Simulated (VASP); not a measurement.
Set up this calculation in VASP 6.6.1, as the native input.

```
Task                   : relaxation of cell and atoms
Functional             : PBEsol
Potentials or basis    : VASP PAW PBE potentials, release 64 (Rb_sv, Br)
Cutoff                 : 600 eV
k mesh                 : 7 × 7 × 7
Occupations            : fermi-dirac, width 0.05 eV
Spin                   : no spin polarisation
Target pressure        : 30 GPa
Dipole correction      : no
Further INCAR settings : ALGO = Normal; EDIFF = 1e-06; IBRION = 2; EDIFFG = -0.005; NSW = 80; ISIF = 3
```

The structure of RbBr lies in POSCAR:

```
RbBr
1.0
    0.0000000000      3.4270000000      3.4270000000
    3.4270000000      0.0000000000      3.4270000000
    3.4270000000      3.4270000000      0.0000000000
Rb Br
1 1
Direct
    0.0000000000      0.0000000000      0.0000000000
    0.5000000000      0.5000000000      0.5000000000
```

The input as run:

INCAR

```
PREC = Accurate
ENCUT = 600
EDIFF = 1E-6
ISMEAR = -1
SIGMA = 0.05
LREAL = F
LASPH = T
NELM = 100
ALGO = Normal
ISIF = 3
LWAVE = F
LCHARG = F
GGA = PS
IBRION = 2
NSW = 80
EDIFFG = -0.005
PSTRESS = 300.0
```

KPOINTS

```
Automatic mesh
0
Gamma
  7 7 7
```

Potentials or basis: VASP PAW PBE potentials, release 64 (Rb_sv, Br).

Run with:

```sh
$ cat potpaw_PBE.64/Rb_sv/POTCAR potpaw_PBE.64/Br/POTCAR > POTCAR
$ mpirun -np 1 vasp_std > vasp.out
```

Results of the run:

```json
{
  "Relaxed volume": "23.42 Å³/atom",
  "Relaxed cell": "a = 4.046 Å, b = 4.046 Å, c = 4.046 Å, α = 60.00°, β = 60.00°, γ = 60.00°",
  "Space group after relaxing (to 0.05 Å)": "Fm-3m (No. 225)",
  "Energy change on relaxing (the enthalpy is what falls)": "+912.7 meV/atom",
  "Ionic steps": "18",
  "Pressure after relaxing": "30.0 GPa",
  "Band gap on the k mesh": "4.00 eV, direct"
}
```

Caveat: the cell is relaxed towards a set pressure, so the enthalpy falls and the energy may rise; the volume moved by over 15 % at a fixed basis, so the end points are rough; the PAW data sets were made with another functional, which shifts forces and pressure a little.

It took 3 min on 1 thread of Intel(R) Xeon(R) Platinum 8488C (Sapphire Rapids) (shared host), peak memory 0.27 GiB.
